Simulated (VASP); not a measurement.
# Al8Ni8H in VASP: a series of runs

Runs on Al8Ni8H. Level: PBE+D3(BJ). Tasks: single point.

Program: VASP 6.6.1. These are calculated values, not measurements. Logs are shortened: lines on timing, memory, paths and dates and some standing lists are left out, and cuts for length are marked.

## Step 1: The cell of the first run

The cell holds a slab with vacuum, 17 atoms: a = 5.715 Å, b = 4.041 Å, c = 25.062 Å, α = 90.00°, β = 90.00°, γ = 90.00°.

## Step 2: Single point, PBE+D3(BJ)

The input, INCAR:

```
SYSTEM = Al8Ni8H
PREC     = Accurate       ! precision mode
ENCUT    = 520            ! plane-wave cutoff, eV
EDIFF    = 1E-6           ! SCF threshold, eV
ISMEAR   = 0              ! smearing method
SIGMA    = 0.1            ! smearing width, eV
LREAL    = Auto         
LASPH    = .True.         ! aspherical terms in the spheres
NELM     = 60             ! most SCF steps
ALGO     = Normal         ! electronic algorithm
ISIF     = 2              ! what is computed and relaxed
LWAVE    = .False.        ! write WAVECAR
LCHARG   = .False.        ! write CHGCAR
LDIPOL   = .True.       
IDIPOL   = 3            
DIPOL    = 0.5 0.5 0.470
GGA      = PE             ! functional
IVDW     = 12             ! dispersion correction
NBANDS   = 66             ! bands
```

The input, KPOINTS:

```
regular mesh
0
Gamma
  5 7 1
  0 0 0
```

The input, POSCAR:

```
Al8Ni8H
1.0
    5.7148460082      0.0000000000      0.0000000000
    0.0000000000      4.0410063658      0.0000000000
    0.0000000000      0.0000000000     25.0615095488
Al Ni H
8 8 1
Direct
    0.0000000000      0.5000000000      0.3391655233
    0.5000000000      0.5000000000      0.3391655233
    0.0000000000      0.0000000000      0.4197872902
    0.5000000000      0.0000000000      0.4197872902
    0.0007592416      0.4896483466      0.5004902836
    0.4992407584      0.4896483466      0.5004902836
   -0.0014570894     -0.0051750088      0.5845616469
    0.5014570894     -0.0051750088      0.5845616469
    0.2500000000      0.0000000000      0.3391655233
    0.7500000000      0.0000000000      0.3391655233
    0.2500000000      0.5000000000      0.4197872902
    0.7500000000      0.5000000000      0.4197872902
    0.2500000000     -0.0167279356      0.5010205357
    0.7500000000     -0.0076326493      0.4994802089
    0.2500000000      0.4903619366      0.5792656609
    0.7500000000      0.4983402140      0.5774241901
    0.2500000000      0.2490872927      0.6279552979
```

Potentials or basis: VASP PAW PBE potentials, release 64 (Al, Ni, H).

Launch:

```console
$ cat potpaw_PBE.64/Al/POTCAR potpaw_PBE.64/Ni/POTCAR potpaw_PBE.64/H/POTCAR > POTCAR
$ mpirun -np 1 vasp_std > vasp.out
```

OUTCAR:

```text
SYSTEM = Al8Ni8H
   PREC = Accurate
   ENCUT = 520
   EDIFF = 1E-6
   ISMEAR = 0
   LREAL = Auto
   LASPH = .True.
   NELM = 60
   ISIF = 2
   GGA = PE
   IVDW = 12
 IVDW          = 12

 ion  position               nearest neighbor table
   1  0.000  0.500  0.339-  11 2.47  12 2.47   9 2.47  10 2.47   9 2.47  10 2.47   3 2.86   3 2.86
                             2 2.86   2 2.86
   2  0.500  0.500  0.339-  11 2.47  12 2.47   9 2.47  10 2.47   9 2.47  10 2.47   4 2.86   4 2.86
                             1 2.86   1 2.86
   3  0.000  0.000  0.420-  14 2.46  10 2.47   9 2.47  12 2.47  11 2.47  11 2.47  12 2.47  13 2.49
                             5 2.83   1 2.86   1 2.86   4 2.86   4 2.86   5 2.89
   4  0.500  0.000  0.420-  14 2.46  10 2.47   9 2.47  12 2.47  11 2.47  11 2.47  12 2.47  13 2.49
                             6 2.83   2 2.86   2 2.86   3 2.86   3 2.86   6 2.89
   5  0.001  0.490  0.500-  16 2.40  15 2.43  13 2.45  14 2.47  11 2.47  12 2.48  14 2.49  13 2.49
                             3 2.83   6 2.85   6 2.87   3 2.89   7 2.90   7 2.93
   6  0.499  0.490  0.500-  16 2.40  15 2.43  13 2.45  14 2.47  11 2.47  12 2.48  14 2.49  13 2.49
                             4 2.83   5 2.85   5 2.87   4 2.89   8 2.90   8 2.93
   7  0.999  0.995  0.585-  17 2.07  16 2.46  15 2.47  16 2.49  15 2.50  13 2.54  14 2.56   8 2.84
                             8 2.87   5 2.90   5 2.93
   8  0.501  0.995  0.585-  17 2.07  16 2.46  15 2.47  16 2.49  15 2.50  13 2.54  14 2.56   7 2.84
                             7 2.87   6 2.90   6 2.93
   9  0.250  0.000  0.339-   3 2.47   4 2.47   1 2.47   2 2.47   1 2.47   2 2.47  11 2.86  11 2.86
                            10 2.86  10 2.86
  10  0.750  0.000  0.339-   3 2.47   4 2.47   1 2.47   2 2.47   1 2.47   2 2.47  12 2.86  12 2.86
                             9 2.86   9 2.86
  11  0.250  0.500  0.420-   5 2.47   6 2.47   1 2.47   2 2.47   3 2.47   4 2.47   3 2.47   4 2.47
                            13 2.82   9 2.86   9 2.86  12 2.86  12 2.86  13 2.92
  12  0.750  0.500  0.420-   1 2.47   2 2.47   3 2.47   4 2.47   3 2.47   4 2.47   5 2.48   6 2.48
                            14 2.82  10 2.86  10 2.86  11 2.86  11 2.86  14 2.86
  13  0.250  0.983  0.501-   5 2.45   6 2.45   3 2.49   4 2.49   5 2.49   6 2.49   7 2.54   8 2.54
                            15 2.80  11 2.82  15 2.84  14 2.86  14 2.86  11 2.92
  14  0.750  0.992  0.499-   3 2.46   4 2.46   5 2.47   6 2.47   5 2.49   6 2.49   7 2.56   8 2.56
                            16 2.79  12 2.82  16 2.83  13 2.86  13 2.86  12 2.86
  15  0.250  0.490  0.579-  17 1.56   6 2.43   5 2.43   8 2.47   7 2.47   8 2.50   7 2.50  13 2.80
                            13 2.84  16 2.86  16 2.86
  16  0.750  0.498  0.577-   5 2.40   6 2.40   7 2.46   8 2.46   7 2.49   8 2.49  14 2.79  14 2.83
                            15 2.86  15 2.86
  17  0.250  0.249  0.628-  15 1.56   8 2.07   7 2.07

  LATTYP: Found a simple orthorhombic cell.
 ALAT       =     4.0410063658
 B/A-ratio  =     1.4142135624
 C/A-ratio  =     6.2017990768

  Lattice vectors:

 A1 = (   0.0000000000,  -4.0410063658,   0.0000000000)
 A2 = (   5.7148460082,   0.0000000000,   0.0000000000)
 A3 = (   0.0000000000,   0.0000000000,  25.0615095488)
[... 170 lines left out ...]
   LORBIT       =      0    0 simple, 1 ext, 2 COOP (PROOUT), +10 PAW based schemes
   GGA     = PE    functional components
   LHFCALC =     F    Hartree Fock is set to
   AEXX    =    0.0000 exact exchange contribution
   IVDW    =    12    specifies the selected vdW correction
   LEPSILON=     F    determine dielectric tensor
   LRPA    =     F    only Hartree local field effects (RPA)
 non-spin polarized calculation
 Gauss-broadening in eV      SIGMA  =   0.10
  energy-cutoff  :      520.00
  volume of cell :      578.76
 maximum number of plane-waves:     15635
 NGX is ok and might be reduce to    48
   NGX = 21   NGY = 15   NGZ = 93

 dipolmoment           0.000000      0.000000      0.074169 electrons x Angstroem

 number of electron     104.9999999 magnetization

 dipolmoment           0.000000      0.000000     -0.038109 electrons x Angstroem

 Free energy of the ion-electron system (eV)
  ---------------------------------------------------
  ext. energy  EPLUGINS =         0.00000000
  ---------------------------------------------------
  free energy    TOTEN  =       -83.17108212 eV

  energy without entropy =      -83.12087658  energy(sigma->0) =      -83.14597935

 E-fermi :   0.1644     XC(G=0):  -4.7842

 val. band max:        0.1595388485   @ k =   0.2000   0.4286   0.0000
 cond. band min:       0.1754962152   @ k =   0.0000   0.2857   0.0000
 fundamental gap:      0.0159573667
 Fermi energy:         0.1644337353

 k-point     1 :       0.0000    0.0000    0.0000
  band No.  band energies     occupation
      1     -10.5921      2.00000
      2      -9.2553      2.00000
      3      -7.4977      2.00000
      4      -6.4133      2.00000
      5      -6.2871      2.00000
      6      -5.7578      2.00000
[... 793 lines left out ...]
     63       3.8398      0.00000
     64       4.1293      0.00000
 [bands above 64 left out]

------------------------ aborting loop because EDIFF is reached ----------------------------------------

 vacuum level on the upper side and lower side of the slab       (xc-potential included)        -0.292         0.006

 Edisp (eV)   -5.37214

 E8    (eV) :    -2.4472

  FORCE on cell =-STRESS in cart. coord.  units (eV):
  Direction    XX          YY          ZZ          XY          YZ          ZX
  --------------------------------------------------------------------------------------
  -------------------------------------------------------------------------------------
  Total      -8.00396    -6.12175     0.28584     0.00000    -0.01252     0.00000
  in kB     -22.15718   -16.94670     0.79129     0.00000    -0.03465     0.00000
  external pressure =      -12.77 kB  Pullay stress =        0.00 kB

 VOLUME and BASIS-vectors are now :
 -----------------------------------------------------------------------------
  energy-cutoff  :      520.00
  volume of cell :      578.76
      direct lattice vectors                 reciprocal lattice vectors
     5.714846008  0.000000000  0.000000000     0.174982843  0.000000000  0.000000000
     0.000000000  4.041006366  0.000000000     0.000000000  0.247463109  0.000000000
     0.000000000  0.000000000 25.061509549     0.000000000  0.000000000  0.039901826

 POSITION                                       TOTAL-FORCE (eV/Angst)
 -----------------------------------------------------------------------------------
      0.00000      2.02050      8.50000         0.027892     -0.014331     -0.599214
      2.85742      2.02050      8.50000        -0.027892     -0.014331     -0.599214
      0.00000      0.00000     10.52050         0.059187     -0.042450     -0.321292
      2.85742      0.00000     10.52050        -0.059187     -0.042450     -0.321292
      0.00434      1.97867     12.54304         0.002170     -0.006991     -0.002173
      2.85308      1.97867     12.54304        -0.002170     -0.006991     -0.002173
[... 9 lines left out ...]
      4.28613      2.01380     14.47112         0.000000     -0.010997      0.000781
      1.42871      1.00656     15.73751         0.000000     -0.022438     -0.010743
 -----------------------------------------------------------------------------------
    total drift:                                0.000000      0.000520     -0.003662

  FREE ENERGIE OF THE ION-ELECTRON SYSTEM (eV)
  ---------------------------------------------------
  free  energy   TOTEN  =       -88.5432193084 eV

  energy  without entropy=      -88.4930137703  energy(sigma->0) =      -88.51811654

 vacuum level on the upper side and lower side of the slab         4.673         4.976
```

Wall time 22 min (1 thread of Intel Xeon Platinum 8259CL at 2.50GHz (Skylake/Cascade Lake), shared host); peak memory 0.74 GiB.

Results:

```yaml
Free_energy: -88.5432 eV
Largest_force: 0.600 eV/Å
Dispersion_energy_per_atom: -0.316 eV
```

Forces on the atoms (eV/Å):
```
Al   0.028 -0.014 -0.599
Al  -0.028 -0.014 -0.599
Al   0.059 -0.042 -0.321
Al  -0.059 -0.042 -0.321
Al   0.002 -0.007 -0.002
Al  -0.002 -0.007 -0.002
Al   0.003  0.013  0.002
Al  -0.003  0.013  0.002
Ni   0.000  0.035  0.512
Ni   0.000 -0.013  0.529
Ni   0.000  0.047  0.364
Ni   0.000  0.036  0.408
Ni   0.000  0.022  0.019
Ni   0.000  0.008  0.017
Ni   0.000 -0.001  0.003
Ni   0.000 -0.011  0.001
H    0.000 -0.022 -0.011
```

## Step 3: Single point, PBE+D3(BJ)

The input, INCAR:

```
SYSTEM = Al8Ni8H
ALGO = Normal ; DIPOL = 0.5 0.5 0.470
EDIFF = 1E-6 ; ENCUT = 520
GGA = PE ; IDIPOL = 3
ISIF = 2 ; ISMEAR = 0
IVDW = 12 ; LASPH = .True.
LCHARG = .False. ; LDIPOL = .True.
LREAL = Auto ; LWAVE = .False.
NBANDS = 66 ; NELM = 60
PREC = Accurate ; SIGMA = 0.1
```

The input, KPOINTS:

```
k-points
0
Gamma
  5 7 1
  0 0 0
```

The input, POSCAR:

```
Al8Ni8H
1.0
    5.7148460082      0.0000000000      0.0000000000
    0.0000000000      4.0410063658      0.0000000000
    0.0000000000      0.0000000000     25.0615095488
Al Ni H
8 8 1
Direct
    0.0000000000      0.5000000000      0.3391655233
    0.5000000000      0.5000000000      0.3391655233
    0.0000000000      0.0000000000      0.4197872902
    0.5000000000      0.0000000000      0.4197872902
    0.0000560898      0.4926222122      0.5016069950
    0.4999998278      0.4927913027      0.4993740844
   -0.0001053664     -0.0101113452      0.5849768967
    0.4996924562     -0.0102330506      0.5821773363
    0.2500000000      0.0000000000      0.3391655233
    0.7500000000      0.0000000000      0.3391655233
    0.2500000000      0.5000000000      0.4197872902
    0.7500000000      0.5000000000      0.4197872902
    0.2504277980     -0.0080038169      0.5003333043
    0.7498718502     -0.0079766044      0.5004126539
    0.2573626591      0.4908278961      0.5795933942
    0.7424026256      0.4910647573      0.5796600336
    0.4997804722      0.4316249020      0.6180323201
```

Potentials or basis: VASP PAW PBE potentials, release 64 (Al, Ni, H).

Launch:

```console
$ cat potpaw_PBE.64/Al/POTCAR potpaw_PBE.64/Ni/POTCAR potpaw_PBE.64/H/POTCAR > POTCAR
$ mpirun -np 1 vasp_std > vasp.out
```

OUTCAR:

```text
SYSTEM = Al8Ni8H
   EDIFF = 1E-6
   ENCUT = 520
   GGA = PE
   ISIF = 2
   ISMEAR = 0
   IVDW = 12
   LASPH = .True.
   LREAL = Auto
   NELM = 60
   PREC = Accurate
 IVDW          = 12

 ion  position               nearest neighbor table
   1  0.000  0.500  0.339-  11 2.47  12 2.47   9 2.47  10 2.47   9 2.47  10 2.47   3 2.86   3 2.86
                             2 2.86   2 2.86
   2  0.500  0.500  0.339-  11 2.47  12 2.47   9 2.47  10 2.47   9 2.47  10 2.47   4 2.86   4 2.86
                             1 2.86   1 2.86
   3  0.000  0.000  0.420-   9 2.47  10 2.47  11 2.47  12 2.47  11 2.47  12 2.47  13 2.47  14 2.48
                             1 2.86   1 2.86   4 2.86   4 2.86   5 2.86   5 2.90
   4  0.500  0.000  0.420-  13 2.47  14 2.47   9 2.47  10 2.47  11 2.47  12 2.47  11 2.47  12 2.47
                             6 2.82   2 2.86   2 2.86   3 2.86   3 2.86   6 2.86
   5  0.000  0.493  0.502-  15 2.45  16 2.45  14 2.47  13 2.47  14 2.48  13 2.48  11 2.50  12 2.50
                             6 2.86   3 2.86   6 2.86   7 2.90   3 2.90   7 2.91
   6  0.500  0.493  0.499-  15 2.44  16 2.44  11 2.45  12 2.45  13 2.47  14 2.47  13 2.48  14 2.48
                             4 2.82   5 2.86   5 2.86   4 2.86   8 2.89   8 2.90
   7  1.000  0.990  0.585-  16 2.50  15 2.50  15 2.51  16 2.51  14 2.56  13 2.56   8 2.86   8 2.86
                             5 2.90   5 2.91
   8  0.500  0.990  0.582-  17 2.00  15 2.45  16 2.45  15 2.45  16 2.46  13 2.50  14 2.50   7 2.86
                             7 2.86   6 2.89   6 2.90
   9  0.250  0.000  0.339-   3 2.47   4 2.47   1 2.47   2 2.47   1 2.47   2 2.47  11 2.86  11 2.86
                            10 2.86  10 2.86
  10  0.750  0.000  0.339-   3 2.47   4 2.47   1 2.47   2 2.47   1 2.47   2 2.47  12 2.86  12 2.86
                             9 2.86   9 2.86
  11  0.250  0.500  0.420-   6 2.45   2 2.47   1 2.47   4 2.47   3 2.47   3 2.47   4 2.47   5 2.50
                            13 2.83   9 2.86   9 2.86  12 2.86  12 2.86  13 2.88
  12  0.750  0.500  0.420-   6 2.45   2 2.47   1 2.47   4 2.47   3 2.47   3 2.47   4 2.47   5 2.50
                            14 2.83  10 2.86  10 2.86  11 2.86  11 2.86  14 2.88
  13  0.250  0.992  0.500-   6 2.47   4 2.47   5 2.47   3 2.47   6 2.48   5 2.48   8 2.50   7 2.56
                            15 2.83  11 2.83  15 2.84  14 2.85  14 2.86  11 2.88
  14  0.750  0.992  0.500-   6 2.47   5 2.47   4 2.47   3 2.48   6 2.48   5 2.48   8 2.50   7 2.56
                            16 2.83  12 2.83  16 2.84  13 2.85  13 2.86  12 2.88
[... 210 lines left out ...]

 Free energy of the ion-electron system (eV)
  ---------------------------------------------------
  ext. energy  EPLUGINS =         0.00000000
  ---------------------------------------------------
  free energy    TOTEN  =       -83.37276373 eV

  energy without entropy =      -83.33029834  energy(sigma->0) =      -83.35153104

 E-fermi :   0.2024     XC(G=0):  -4.7806

 val. band max:        0.1808865164   @ k =  -0.2000   0.4286   0.0000
 cond. band min:       0.2078259725   @ k =   0.0000   0.2857   0.0000
 fundamental gap:      0.0269394561
 Fermi energy:         0.2024287137

 k-point     1 :       0.0000    0.0000    0.0000
  band No.  band energies     occupation
      1     -10.6045      2.00000
      2      -9.3402      2.00000
      3      -7.5916      2.00000
      4      -6.4343      2.00000
      5      -6.1859      2.00000
      6      -5.8344      2.00000
[... 1195 lines left out ...]
     63       3.8744      0.00000
     64       4.1406      0.00000
 [bands above 64 left out]

------------------------ aborting loop because EDIFF is reached ----------------------------------------

 vacuum level on the upper side and lower side of the slab       (xc-potential included)        -0.321         0.022

 Edisp (eV)   -5.37498

 E8    (eV) :    -2.4475

  FORCE on cell =-STRESS in cart. coord.  units (eV):
  Direction    XX          YY          ZZ          XY          YZ          ZX
  --------------------------------------------------------------------------------------
  -------------------------------------------------------------------------------------
  Total      -8.62909    -5.33710     0.23680    -0.00095     0.12337     0.01583
  in kB     -23.88770   -14.77456     0.65553    -0.00262     0.34152     0.04382
  external pressure =      -12.67 kB  Pullay stress =        0.00 kB

 VOLUME and BASIS-vectors are now :
 -----------------------------------------------------------------------------
  energy-cutoff  :      520.00
  volume of cell :      578.76
      direct lattice vectors                 reciprocal lattice vectors
     5.714846008  0.000000000  0.000000000     0.174982843  0.000000000  0.000000000
     0.000000000  4.041006366  0.000000000     0.000000000  0.247463109  0.000000000
     0.000000000  0.000000000 25.061509549     0.000000000  0.000000000  0.039901826

 POSITION                                       TOTAL-FORCE (eV/Angst)
 -----------------------------------------------------------------------------------
      0.00000      2.02050      8.50000        -0.000142     -0.006903     -0.591716
      2.85742      2.02050      8.50000         0.000220     -0.006177     -0.591414
      0.00000      0.00000     10.52050        -0.001393     -0.030951     -0.277578
      2.85742      0.00000     10.52050         0.003965     -0.037044     -0.369277
      0.00032      1.99069     12.57103        -0.005002     -0.000812      0.004040
      2.85742      1.99137     12.51507         0.005208     -0.000430     -0.015700
[... 9 lines left out ...]
      4.24272      1.98440     14.52716         0.002936      0.011796      0.009100
      2.85617      1.74420     15.48882         0.001470      0.004158      0.001865
 -----------------------------------------------------------------------------------
    total drift:                                0.000465      0.001230     -0.009467

  FREE ENERGIE OF THE ION-ELECTRON SYSTEM (eV)
  ---------------------------------------------------
  free  energy   TOTEN  =       -88.7477388745 eV

  energy  without entropy=      -88.7052734886  energy(sigma->0) =      -88.72650618

 vacuum level on the upper side and lower side of the slab         4.641         4.991
```

stdout:

```text
POSCAR found type information on POSCAR AlNiH
 POSCAR found :  3 types and      17 ions
 scaLAPACK will be used
 LDA part: xc-table for (Slater+PW92), standard interpolation
 POSCAR, INCAR and KPOINTS ok, starting setup
 FFT: planning ... GRIDC
 FFT: planning ... GRID_SOFT
 FFT: planning ... GRID
 WAVECAR not read
 entering main loop
```

Run time: 34 min. Hardware: 1 thread of Intel Xeon Platinum 8259CL at 2.50GHz (Skylake/Cascade Lake), shared host; peak memory 0.84 GiB.

Results:

| Quantity | Value |
| --- | --- |
| Free energy | -88.7477 eV |
| Largest force | 0.592 eV/Å |
| Dispersion energy per atom | -0.316 eV |

Forces in eV/Å, atoms in the order of the input:
```
Al   0.000 -0.007 -0.592
Al   0.000 -0.006 -0.591
Al  -0.001 -0.031 -0.278
Al   0.004 -0.037 -0.369
Al  -0.005 -0.001  0.004
Al   0.005  0.000 -0.016
Al   0.000 -0.002 -0.018
Al   0.009 -0.003 -0.007
Ni   0.010  0.007  0.529
Ni  -0.011  0.008  0.530
Ni  -0.048  0.014  0.377
Ni   0.049  0.014  0.378
Ni  -0.007  0.006  0.017
Ni  -0.009  0.005  0.006
Ni  -0.002  0.017  0.020
Ni   0.003  0.012  0.009
H    0.001  0.004  0.002
```

Spin polarisation is off, so any magnetic state and its effect on volume and gap are missing.
